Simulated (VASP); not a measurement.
Crystal: TiO2.

```
CELL_PARAMETERS angstrom
-1.88605 1.88605 4.77950
1.88605 -1.88605 4.77950
1.88605 1.88605 -4.77950
ATOMIC_POSITIONS crystal
Ti 0.00000 0.00000 0.00000
Ti 0.75000 0.25000 0.50000
O 0.20756 0.20756 0.00000
O 0.95756 0.45756 0.50000
O 0.54244 0.04244 0.50000
O 0.79244 0.79244 0.00000
```

Base run:

```yaml
Program: VASP 6.6.1
Functional: LDA
Potentials_or_basis: VASP PAW LDA potentials, release 64 (Ti_sv, O)
Cutoff: 520 eV
k_mesh: 10 × 10 × 10
Occupations: gaussian, width 0.03 eV
Spin: no spin polarisation
```

Its results: band gap on the k mesh 2.03 eV (least direct gap 2.36 eV); pressure -4.9 GPa; largest force 0.095 eV/Å.

Problem. The run is repeated on the same cell with these changes: functional from LDA to PBE; potentials or basis from VASP PAW LDA potentials, release 64 (Ti_sv, O) to VASP PAW PBE potentials, release 64 (Ti_sv, O). What comes out?

Solution. Band gap on the k mesh 2.14 eV (least direct gap 2.46 eV); pressure 6.5 GPa; largest force 0.112 eV/Å.

Caveats: the cell stands under tension (at least some runs); the cell stands under pressure (at least some runs).
